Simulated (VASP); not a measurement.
Set up this calculation in VASP 6.6.1, as the native input.

* Task: relaxation of cell and atoms
* Functional: PBE
* Potentials or basis: VASP PAW PBE potentials, release 64 (Si, O)
* Cutoff: 600 eV
* k mesh: 6 × 6 × 6
* Occupations: gaussian, width 0.02 eV
* Spin: no spin polarisation
* Dipole correction: no
* Further INCAR settings: ALGO = Normal; EDIFF = 1e-07; IBRION = 2; EDIFFG = -0.01; NSW = 100; ISIF = 3

The structure of SiO2 lies in POSCAR:

```
SiO2
1.0
   -2.4849820223      2.4849820223      3.6931499724
    2.4849820223     -2.4849820223      3.6931499724
    2.4849820223      2.4849820223     -3.6931499724
Si O
2 4
Direct
    0.0000000000      0.0000000000      0.0000000000
    0.7500000000      0.2500000000      0.5000000000
    0.3750000000      0.2258922541      0.3508922541
    0.7741077459      0.1250000000      0.1491077459
    0.8750000000      0.0241077459      0.6491077459
    0.9758922541      0.6250000000      0.8508922541
```

These files were run (other wordings do the same):

INCAR

```
  ALGO = Normal
  EDIFF = 1E-7
  EDIFFG = -0.01
  ENCUT = 600
  GGA = PE
  IBRION = 2
  ISIF = 3
  ISMEAR = 0
  LASPH = True
  LCHARG = False
  LREAL = False
  LWAVE = False
  NELM = 80
  NSW = 100
  PREC = Accurate
  SIGMA = 0.02
```

KPOINTS

```
k-points
0
Gamma
  6 6 6
```

Potentials or basis: VASP PAW PBE potentials, release 64 (Si, O).

Command:

```console
$ cat potpaw_PBE.64/Si/POTCAR potpaw_PBE.64/O/POTCAR > POTCAR
$ mpirun -np 1 vasp_std > vasp.out
```

It gave:

The relaxed volume is 15.52 Å³/atom, the relaxed cell is a = 5.122 Å, b = 5.122 Å, c = 5.122 Å, α = 121.27°, β = 121.27°, γ = 87.81° and the space group after relaxing (to 0.1 Å) is I-42d (No. 122). The energy gained by relaxing is 0.6 meV/atom and the ionic steps are 16. The pressure after relaxing is 0.1 GPa, the largest force after relaxing is 0.004 eV/Å and the band gap on the k mesh is 5.74 eV.

Run time: 13 min on 1 thread of Intel(R) Xeon(R) Platinum 8175M CPU @ 2.50GHz (Skylake/Cascade Lake), with other jobs on the host, peak memory 0.28 GiB.
